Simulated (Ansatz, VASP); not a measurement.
# ZnS: VASP beside Ansatz

```
Zn S
1.0
     2.70465   -2.70465    0.00000
     2.70465    0.00000   -2.70465
     9.91687    3.15552    3.15552
Zn S
3 3
Direct
  0.56248 0.56248 0.12503
  0.34028 0.34028 0.79170
  0.95138 0.95138 0.45837
  0.93750 0.93750 0.87503
  0.54860 0.54860 0.54170
  0.15970 0.15970 0.20837
```

Alike in both runs: task single point; functional PBE; k mesh 8 × 8 × 3; occupations gaussian, width 0.05 eV; no spin polarisation.

```csv
,VASP,Ansatz
version,VASP 6.6.1,Ansatz 0.2.0
potentials or method,"VASP PAW PBE potentials, release 64 (Zn, S), cutoff 520 eV","scalar-relativistic, plane waves, PAW"
valence electrons in the cell,54,54
```

```csv
,VASP,Ansatz,Ansatz less VASP
gap on the k mesh at the Fermi level (eV),1.79,1.79,-0.004
least direct gap on the mesh (eV),1.79,1.79,-0.004
pressure (GPa),0.8,0.7,-0.14
"traceless stress, the component that is largest in VASP (GPa)",-1.68,-1.66,+0.012
rms of the force components (eV/Å),0.232,0.231,-0.0016
```

Atom by atom the forces differ by 0.003 eV/Å (rms over components).
